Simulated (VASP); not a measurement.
Runs of VASP 6.6.1 on Al3Ni2. The structure is that of space group P-3m1 (No. 164), or close to it. The cells are those of the table. 

```csv
cell,further INCAR settings,gap on the mesh (eV),pressure (GPa),largest force (eV/Å)
"a = 4.203, b = 4.203, c = 4.859 Å, angles 90.0, 90.0, 120.0°, 5 atoms",ALGO = Fast; EDIFF = 1e-07; NBANDS = 22,none,-10.4,0.14
"a = 4.203, b = 4.203, c = 4.981 Å, angles 90.0, 90.0, 120.0°, 5 atoms",ALGO = Fast; EDIFF = 1e-06; NBANDS = 22,none,-13.5,0.13
"a = 4.103, b = 4.103, c = 5.102 Å, angles 90.0, 90.0, 120.0°, 5 atoms",ALGO = Fast; EDIFF = 1e-06; NBANDS = 22,none,-11.4,0.16
"a = 4.203, b = 4.203, c = 5.102 Å, angles 90.0, 90.0, 120.0°, 5 atoms",ALGO = Fast; EDIFF = 1e-06; NBANDS = 22,none,(a),0.17
```

Alike in all rows: task single point; level PBEsol; potentials or basis VASP PAW PBE potentials, release 64 (Al, Ni); no spin polarisation; k mesh 12 × 12 × 10; cutoff (eV) 520; smearing gaussian 0.15 eV.

Question: Estimate the missing entries.

Answer: (a) -15.8.

Caveats: the PAW data sets were made with another functional, which shifts forces and pressure a little; the cell stands under tension (at least some runs); the stress differs along the axes, from -13 to -5 GPa (at least some runs).

A gap of «none» marks levels without a gap at the run's occupations.
